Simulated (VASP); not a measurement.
The system is ZnS (Wurtzite-2H).

```
Zn S
1.0
     3.75949    0.00000    0.00000
    -1.87975    3.25582    0.00000
     0.00000    0.00000    6.14975
Zn S
2 2
Cartesian
  1.8797 1.0853 3.0749
  0.0000 2.1705 0.0000
  1.8797 1.0853 5.4425
  0.0000 2.1705 2.3677
```

This cell differs from its parent crystal: volume scaled by 0.96.

Base run:

- Program: VASP 6.6.1
- Functional: LDA
- Potentials or basis: VASP PAW LDA potentials, release 64 (Zn, S)
- Cutoff: 520 eV
- k mesh: 8 × 8 × 5
- Occupations: fermi-dirac, width 0.05 eV
- Spin: no spin polarisation

Its results: band gap on the k mesh 2.22 eV, direct; pressure -0.6 GPa; largest force 0.349 eV/Å.

Task: The run is repeated on the same cell with these changes: functional from LDA to PBEsol; potentials or basis from VASP PAW LDA potentials, release 64 (Zn, S) to VASP PAW PBE potentials, release 64 (Zn, S). What comes out?

Result: Band gap on the k mesh 2.31 eV, direct; pressure 2.2 GPa; largest force 0.360 eV/Å.

Caveats: the PAW data sets were made with another functional, which shifts forces and pressure a little (some runs).

